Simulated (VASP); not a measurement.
Runs of VASP 6.6.1 on Ca. The structure is that of space group Pm-3m (No. 221), or close to it. The cells are those of the table. 

```tsv
cell	gap on the mesh (eV)	pressure (GPa)
a = 3.489, b = 3.489, c = 3.576 Å, 1 atom	none	-1.4
a = 3.663, b = 3.663, c = 3.489 Å, 1 atom	none	-1.8
a = 3.489, b = 3.489, c = 3.314 Å, 1 atom	none	(b)
a = 3.401, b = 3.401, c = 3.314 Å, 1 atom	none	-0.1
a = 3.314 Å, 1 atom	none	0.5
a = 3.576, b = 3.576, c = 3.489 Å, 1 atom	none	-1.6
a = 3.489, b = 3.489, c = 3.401 Å, 1 atom	none	(c)
a = 3.489, b = 3.489, c = 3.663 Å, 1 atom	none	(a)
a = 3.314, b = 3.314, c = 3.489 Å, 1 atom	none	-0.1
a = 3.576, b = 3.576, c = 3.663 Å, 1 atom	none	-1.9
a = 3.314, b = 3.314, c = 3.401 Å, 1 atom	none	0.2
a = 3.663 Å, 1 atom	none	-2.2
```

Alike in all rows: task single point; level LDA; potentials or basis VASP PAW LDA potentials, release 64 (Ca_sv); no spin polarisation; k mesh 14 × 14 × 14; cutoff (eV) 520; smearing gaussian 0.15 eV.

Problem. Fill in the values left out.

Solution. (a) -1.5; (b) -0.7; (c) -1.0.

A gap of «none» marks levels without a gap at the run's occupations.
